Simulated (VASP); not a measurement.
# Ca (Pm-3m) in VASP: notebook

The runs below take Ca through single point, with LDA.

All numbers are computed with VASP 6.6.1; they aren't measurements. Logs are shortened: lines on timing, memory, paths and dates and some standing lists are left out, and cuts for length are marked.

### 1 The cell of the first run

The structure is cubic, space group Pm-3m (No. 221). Conventional cell: a = 3.349 Å, b = 3.349 Å, c = 3.349 Å, α = 90.00°, β = 90.00°, γ = 90.00°. Ca (site symmetry m-3m) has 6 Ca at 3.35 Å within 4.4 Å.

### 2 Single point, LDA

Input file INCAR:

```
SYSTEM = Ca
  PREC = Accurate
  ENCUT = 520
  EDIFF = 1E-7
  ISMEAR = -1
  SIGMA = 0.1
  LREAL = .FALSE.
  LASPH = .TRUE.
  NELM = 100
  ALGO = Normal
  ISIF = 2
  LWAVE = .FALSE.
  LCHARG = .FALSE.
  NBANDS = 11
```

Input file KPOINTS:

```
Automatic mesh
0
G
  5 5 5
  0 0 0
```

Input file POSCAR:

```
Ca
1.0
    3.3489906092      0.0000000000      0.0000000000
    0.0000000000      3.3489906092      0.0000000000
    0.0000000000      0.0000000000      3.3489906092
Ca
1
Direct
    0.0000000000      0.0000000000      0.0000000000
```

Potentials or basis: VASP PAW LDA potentials, release 64 (Ca_sv).

Launch:

```bash
cat potpaw_LDA.64/Ca_sv/POTCAR > POTCAR
mpirun -np 1 vasp_std > vasp.out
```

OUTCAR:

```text
SYSTEM = Ca
   PREC = Accurate
   ENCUT = 520
   EDIFF = 1E-7
   ISMEAR = -1
   LREAL = .FALSE.
   LASPH = .TRUE.
   NELM = 100
   ISIF = 2

 ion  position               nearest neighbor table
   1  0.000  0.000  0.000-

  LATTYP: Found a simple cubic cell.
 ALAT       =     3.3489906092

  Lattice vectors:

 A1 = (   3.3489906092,   0.0000000000,   0.0000000000)
 A2 = (   0.0000000000,   3.3489906092,   0.0000000000)
 A3 = (   0.0000000000,   0.0000000000,   3.3489906092)

Analysis of symmetry for initial positions (statically):
=====================================================================
 Subroutine PRICEL returns:
 Original cell was already a primitive cell.

 Routine SETGRP: Setting up the symmetry group for a
 simple cubic supercell.

 Subroutine GETGRP returns: Found 48 space group operations
 (whereof 48 operations were pure point group operations)
 out of a pool of 48 trial point group operations.

The static configuration has the point symmetry O_h .

Analysis of symmetry for dynamics (positions and initial velocities):
=====================================================================
 Subroutine PRICEL returns:
 Original cell was already a primitive cell.

 Routine SETGRP: Setting up the symmetry group for a
 simple cubic supercell.

 Subroutine GETGRP returns: Found 48 space group operations
 (whereof 48 operations were pure point group operations)
 out of a pool of 48 trial point group operations.

The dynamic configuration has the point symmetry O_h .

 Subroutine INISYM returns: Found 48 space group operations
 (whereof 48 operations are pure point group operations),
 and found     1 'primitive' translations

----------------------------------------------------------------------------------------

                                     Primitive cell

  volume of cell :      37.5614

  direct lattice vectors                    reciprocal lattice vectors
     3.348990609  0.000000000  0.000000000     0.298597433  0.000000000  0.000000000
     0.000000000  3.348990609  0.000000000     0.000000000  0.298597433  0.000000000
     0.000000000  0.000000000  3.348990609     0.000000000  0.000000000  0.298597433

  length of vectors
     3.348990609  3.348990609  3.348990609     0.298597433  0.298597433  0.298597433

  position of ions in fractional coordinates (direct lattice)
     0.000000000  0.000000000  0.000000000

  ion indices of the primitive-cell ions
   primitive index   ion index
                 1           1

----------------------------------------------------------------------------------------

 KPOINTS: Automatic mesh

Automatic generation of k-mesh.
 Grid dimensions read from file:
 generate k-points for:    5    5    5

 Generating k-lattice:

  Cartesian coordinates                     Fractional coordinates (reciprocal lattice)
     0.059719487  0.000000000  0.000000000     0.200000000  0.000000000  0.000000000
     0.000000000  0.059719487  0.000000000     0.000000000  0.200000000  0.000000000
     0.000000000  0.000000000  0.059719487     0.000000000  0.000000000  0.200000000

  Length of vectors
     0.059719487  0.059719487  0.059719487

  Shift w.r.t. Gamma in fractional coordinates (k-lattice)
     0.000000000  0.000000000  0.000000000

 Subroutine IBZKPT returns following result:
 ===========================================

 Found     10 irreducible k-points:

 Following reciprocal coordinates:
            Coordinates               Weight
  0.000000  0.000000  0.000000      1.000000
  0.200000  0.000000  0.000000      6.000000
  0.400000  0.000000  0.000000      6.000000
  0.200000  0.200000  0.000000     12.000000
  0.400000  0.200000  0.000000     24.000000
  0.400000  0.400000  0.000000     12.000000
  0.200000  0.200000  0.200000      8.000000
  0.400000  0.200000  0.200000     24.000000
  0.400000  0.400000  0.200000     24.000000
  0.400000  0.400000  0.400000      8.000000
   k-points           NKPTS =     10   k-points in BZ     NKDIM =     10   number of bands    NBANDS=     11
   number of dos      NEDOS =    301   number of ions     NIONS =      1
   total plane-waves  NPLWV =  21952
   dimension x,y,z NGX =    28 NGY =   28 NGZ =   28
   dimension x,y,z NGXF=    56 NGYF=   56 NGZF=   56
   ions per type =               1
   NGX,Y,Z   is equivalent  to a cutoff of  13.90, 13.90, 13.90 a.u.
   NGXF,Y,Z  is equivalent  to a cutoff of  27.80, 27.80, 27.80 a.u.
 SYSTEM =  Ca
   PREC   = accura    normal or accurate (medium, high low for compatibility)
   ISTART =      0    job   : 0-new  1-cont  2-samecut
   ICHARG =      2    charge: 1-file 2-atom 10-const
   ISPIN  =      1    spin polarized calculation?
   LNONCOLLINEAR =      F non collinear calculations
   LSORBIT =      F    spin-orbit coupling
   LASPH  =      T    aspherical Exc in radial PAW
   ENCUT  =  520.0 eV  38.22 Ry    6.18 a.u.   6.23  6.23  6.23*2*pi/ulx,y,z
   NELM   =    100;   NELMIN=  2; NELMDL= -5     # of ELM steps
   EDIFF  = 0.1E-06   stopping-criterion for ELM
   LREAL  =      F    real-space projection
   EDIFFG = 0.1E-05   stopping-criterion for IOM
   NSW    =      0    number of steps for IOM
   IBRION =     -1    ionic relax: 0-MD 1-quasi-New 2-CG
   NFREE  =      0    steps in history (QN), initial steepest desc. (CG)
   ISIF   =      2    stress and relaxation
   ISYM   =      2    0-nonsym 1-usesym 2-fastsym
   POTIM  = 0.5000    time-step for ionic-motion
   TEBEG  =    0.0;   TEEND  =   0.0 temperature during run
   PSTRESS=    0.0 pullay stress
   NELECT =      10.0000    total number of electrons
   NUPDOWN=      -1.0000    fix difference up-down
   EMIN   =  10.00;   EMAX   =-10.00  energy-range for DOS
   EFERMI =   0.00;   METHOD = LEGACY
   ISMEAR =    -1;   SIGMA  =   0.10  broadening in eV -4-tet -1-fermi 0-gaus
   EFERMI_NEDOS =   21; number of points for ismear=-14 and -15
   IALGO  =     38    algorithm
   IMIX   =      4    mixing-type and parameters
     AMIX     =   0.40;   BMIX     =  1.00
     AMIX_MAG =   1.60;   BMIX_MAG =  1.00
  volume/ion in A,a.u.               =      37.56       253.48
  Fermi-wavevector in a.u.,A,eV,Ry     =   1.053160  1.990183 15.090839  1.109145
  Thomas-Fermi vector in A             =   2.188271
   LORBIT       =      0    0 simple, 1 ext, 2 COOP (PROOUT), +10 PAW based schemes
   GGA     = CA    functional components
   LHFCALC =     F    Hartree Fock is set to
   AEXX    =    0.0000 exact exchange contribution
   IVDW    =     0    specifies the selected vdW correction
   LEPSILON=     F    determine dielectric tensor
   LRPA    =     F    only Hartree local field effects (RPA)
 non-spin polarized calculation
  energy-cutoff  :      520.00
  volume of cell :       37.56
 maximum number of plane-waves:      1021
 NGX is ok and might be reduce to    28
   NGX = 13   NGY = 13   NGZ = 13

 number of electron      10.0000000 magnetization

 number of electron       9.9999999 magnetization

 Free energy of the ion-electron system (eV)
  ---------------------------------------------------
  ext. energy  EPLUGINS =         0.00000000
  ---------------------------------------------------
  free energy    TOTEN  =        -1.84953267 eV

  energy without entropy =       -1.81679116  energy(sigma->0) =       -1.83316191

 E-fermi :   2.3220     XC(G=0):  -8.3236

 val. band max:        1.8035213824   @ k =   0.4000   0.4000   0.2000
 cond. band min:       2.3776464189   @ k =   0.4000   0.4000   0.4000
 fundamental gap:      0.5741250365
 Fermi energy:         2.3219934251

 k-point     1 :       0.0000    0.0000    0.0000
  band No.  band energies     occupation
      1     -39.3086      2.00000
      2     -20.4411      2.00000
      3     -20.4411      2.00000
      4     -20.4411      2.00000
      5      -1.8884      2.00000
      6       2.8395      0.01125
      7       2.8395      0.01125
      8       6.6513      0.00000
      9       6.6513      0.00000
     10       6.6513      0.00000
     11      11.6972      0.00000

 k-point     2 :       0.2000    0.0000    0.0000
  band No.  band energies     occupation
      1     -39.2965      2.00000
      2     -20.5636      2.00000
      3     -20.4306      2.00000
      4     -20.4306      2.00000
      5      -1.2695      2.00000
      6       3.0194      0.00187
      7       3.0253      0.00176
      8       6.0428      0.00000
      9       6.0428      0.00000
     10       6.6971      0.00000
     11       9.3520      0.00000

 k-point     3 :       0.4000    0.0000    0.0000
  band No.  band energies     occupation
      1     -39.2769      2.00000
      2     -20.7562      2.00000
      3     -20.4136      2.00000
      4     -20.4136      2.00000
      5       0.3023      2.00000
      6       2.3917      0.66505
      7       3.3439      0.00007
      8       5.3038      0.00000
      9       5.3038      0.00000
     10       6.7726      0.00000
     11       8.0867      0.00000

 k-point     4 :       0.2000    0.2000    0.0000
  band No.  band energies     occupation
      1     -39.2846      2.00000
      2     -20.5558      2.00000
      3     -20.5461      2.00000
      4     -20.4203      2.00000
      5      -0.6798      2.00000
      6       3.1350      0.00059
      7       3.3700      0.00006
      8       5.2862      0.00000
      9       6.0234      0.00000
     10       6.2395      0.00000
     11       9.9484      0.00000
[... 43 lines left out ...]
 k-point     8 :       0.4000    0.2000    0.2000
  band No.  band energies     occupation
      1     -39.2537      2.00000
      2     -20.7247      2.00000
      3     -20.5224      2.00000
      4     -20.5143      2.00000
      5       1.2188      1.99997
      6       2.8963      0.00639
      7       3.9053      0.00000
      8       4.4892      0.00000
      9       5.6488      0.00000
     10       5.8222      0.00000
     11       8.5873      0.00000

 k-point     9 :       0.4000    0.4000    0.2000
  band No.  band energies     occupation
      1     -39.2349      2.00000
      2     -20.7011      2.00000
      3     -20.6977      2.00000
      4     -20.4991      2.00000
      5       1.8035      1.98886
      6       3.3167      0.00010
      7       3.8006      0.00000
      8       4.4354      0.00000
      9       6.0677      0.00000
     10       6.1902      0.00000
     11       8.5339      0.00000

 k-point    10 :       0.4000    0.4000    0.4000
  band No.  band energies     occupation
      1     -39.2164      2.00000
      2     -20.6784      2.00000
      3     -20.6739      2.00000
      4     -20.6739      2.00000
      5       2.3776      0.72870
      6       2.9979      0.00232
      7       2.9979      0.00232
      8       6.3421      0.00000
      9       6.3421      0.00000
     10       6.9362      0.00000
     11       9.0890      0.00000

------------------------ aborting loop because EDIFF is reached ----------------------------------------

  FORCE on cell =-STRESS in cart. coord.  units (eV):
  Direction    XX          YY          ZZ          XY          YZ          ZX
  --------------------------------------------------------------------------------------
  -------------------------------------------------------------------------------------
  Total        0.0001253      0.0001253      0.0001253      0.0000000      0.0000000     -0.0000000
  in kB        0.0053442      0.0053442      0.0053442      0.0000000      0.0000000     -0.0000000
  external PRESSURE =       0.0053442 kB  Pullay stress =       0.0000000 kB

 VOLUME and BASIS-vectors are now :
 -----------------------------------------------------------------------------
  energy-cutoff  :      520.00
  volume of cell :       37.56
      direct lattice vectors                 reciprocal lattice vectors
     3.348990609  0.000000000  0.000000000     0.298597433  0.000000000  0.000000000
     0.000000000  3.348990609  0.000000000     0.000000000  0.298597433  0.000000000
     0.000000000  0.000000000  3.348990609     0.000000000  0.000000000  0.298597433

 POSITION                                       TOTAL-FORCE (eV/Angst)
 -----------------------------------------------------------------------------------
      0.00000      0.00000      0.00000         0.000000      0.000000      0.000000
 -----------------------------------------------------------------------------------
    total drift:                               -0.000000     -0.000000     -0.000000

  FREE ENERGIE OF THE ION-ELECTRON SYSTEM (eV)
  ---------------------------------------------------
  free  energy   TOTEN  =        -1.8495326661 eV

  energy  without entropy=       -1.8167911570  energy(sigma->0) =       -1.83316191
```

It took 6.2 s on 1 thread of Intel Xeon 8259CL, shared host; peak memory 0.14 GiB.

What came out:

```
Free energy : -1.8495 eV
Pressure    : 0.0 GPa
```

Caveat: the k points lie up to 0.38 Å⁻¹ apart.

### 3 Single point, LDA

Input file INCAR:

```
PREC     = Accurate       # precision mode
ENCUT    = 520            # plane-wave cutoff, eV
EDIFF    = 1E-6           # SCF threshold, eV
ISMEAR   = -1             # smearing method
SIGMA    = 0.1            # smearing width, eV
LREAL    = False          # projectors in reciprocal space
LASPH    = True           # aspherical terms in the spheres
NELM     = 80             # most SCF steps
ALGO     = Normal         # electronic algorithm
ISIF     = 2              # what is computed and relaxed
LWAVE    = False          # write WAVECAR
LCHARG   = True           # write CHGCAR
LELF     = True           # ELF
LVHAR    = True         
NBANDS   = 11             # bands
```

Input file KPOINTS:

```
Automatic mesh
0
Gamma
  5 5 5
```

POSCAR is that of step 2.

Potentials or basis: VASP PAW LDA potentials, release 64 (Ca_sv).

Launch:

```bash
cat potpaw_LDA.64/Ca_sv/POTCAR > POTCAR
mpirun -np 1 vasp_std > vasp.out
```

It took 6.5 s on 1 thread of Intel Xeon 8259CL, shared host; peak memory 0.13 GiB.

The run converged. Its results:

```
Free energy : -1.8495 eV
Pressure    : 0.0 GPa
```

Levels at points of the mesh, in eV from the Fermi level:
```csv
k point,band 2,band 3,band 4,band 5,band 6,band 7,band 8,band 9
"(0.00, 0.00, 0.00)",-22.76,-22.76,-22.76,-4.21,0.52,0.52,4.33,4.33
```

Caveat: the k points lie up to 0.38 Å⁻¹ apart.
